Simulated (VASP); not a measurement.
Input of a VASP 6.6.1 run:

INCAR

```
SYSTEM = W
  PREC = Accurate
  ENCUT = 500
  EDIFF = 1E-6
  ISMEAR = -1
  SIGMA = 0.05
  LREAL = .False.
  LASPH = .True.
  NELM = 120
  ALGO = Normal
  ISIF = 2
  LWAVE = .False.
  LCHARG = .False.
  GGA = PE
  NBANDS = 13
  GGA_COMPAT = .False.
```

The input KPOINTS:

```
regular mesh
0
Gamma
  13 13 13
  0 0 0
```

File POSCAR:

```
W
1.0
   -1.5751361620      1.5751361620      1.5751361620
    1.5751361620     -1.5751361620      1.5751361620
    1.5751361620      1.5751361620     -1.5751361620
W
1
Direct
    0.0000000000      0.0000000000      0.0000000000
```

Potentials or basis: VASP PAW PBE potentials, release 64 (W_sv).

Command:

```bash
$ cat potpaw_PBE.64/W_sv/POTCAR > POTCAR
$ mpirun -np 1 vasp_std > vasp.out
```

Estimate the pressure.

10.6 GPa.

Estimate the band gap on the k mesh.

zero (bands 7 and 8 overlap by 5.85 eV).

Caveat: the cell stands under pressure; spin-orbit coupling is left out, which moves the levels of the heavy elements.
